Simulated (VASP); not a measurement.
Runs of VASP 6.6.1 on PbSe (Clausthalite). The structure is that of space group Fm-3m (No. 225), or close to it. The cells are those of the table. 

| level | cell | smearing | gap on the mesh (eV) | pressure (GPa) |
| --- | --- | --- | --- | --- |
| PBE | a = 4.178 Å, angles 60.0°, 2 atoms | fermi-dirac 0.02 eV | (a) | 9.8 |
| PBE | a = 4.422, b = 4.422, c = 4.341 Å, angles 60.6, 60.6, 58.8°, 2 atoms | fermi-dirac 0.02 eV | 0.40 | 0.2 |
| r2SCAN | a = 4.422, b = 4.422, c = 4.341 Å, angles 60.6, 60.6, 58.8°, 2 atoms | gaussian 0.01 eV | (d) | -0.7 |
| r2SCAN | a = 4.178 Å, angles 60.0°, 2 atoms | fermi-dirac 0.02 eV | 0.15 | 9.3 |
| PBE | a = 4.341 Å, angles 60.0°, 2 atoms | fermi-dirac 0.02 eV | (c) | (b) |
| r2SCAN | a = 4.341 Å, angles 60.0°, 2 atoms | gaussian 0.01 eV | 0.61 | 1.0 |

Alike in all rows: task single point; potentials or basis VASP PAW PBE potentials, release 64 (Pb_d, Se); no spin polarisation; k mesh 8 × 8 × 8; cutoff (eV) 520.

Question: Estimate the missing entries.

Answer: (a) 0.12; (b) 1.9; (c) 0.32; (d) 0.69.

Caveats: spin-orbit coupling is left out, which moves the levels of the heavy elements; the PAW data sets were made with another functional, which shifts forces and pressure a little (some runs).

A k mesh can miss the band edges, and the runs leave out spin-orbit coupling on Pb, Se.
